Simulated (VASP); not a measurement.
A run of VASP 6.6.1:

The input INCAR:

```
SYSTEM = Mo
  PREC = Accurate
  ENCUT = 520
  EDIFF = 1E-6
  ISMEAR = 0
  SIGMA = 0.1
  LREAL = .FALSE.
  LASPH = .TRUE.
  NELM = 100
  ALGO = Fast
  ISIF = 2
  LWAVE = .FALSE.
  LCHARG = .FALSE.
  GGA = PE
  NBANDS = 21
```

File KPOINTS:

```
Automatic mesh
0
G
  18 18 8
  0 0 0
```

Contents of POSCAR:

```
Mo
1.0
    2.7554787180      0.0000000000      0.0000000000
   -1.3777393590      2.3863145694      0.0000000000
    0.0000000000      0.0000000000      4.9028851162
Mo
2
Direct
    0.3333333333      0.6666666667      0.2500000000
    0.6666666667      0.3333333333      0.7500000000
```

Potentials or basis: VASP PAW PBE potentials, release 64 (Mo_sv).

The run is started by

```sh
$ cat potpaw_PBE.64/Mo_sv/POTCAR > POTCAR
$ mpirun -np 1 vasp_std > vasp.out
```

Hardware: 1 thread of AMD EPYC 9R45 96-Core Processor (Zen 5) (shared host).

**Question.** Estimate the wall time of this run.

**Answer.** Wall time 54 s on 1 thread of AMD EPYC 9R45 96-Core Processor (Zen 5), on a shared host, peak memory 0.18 GiB. Counts: scf iterations 13, k points 185.
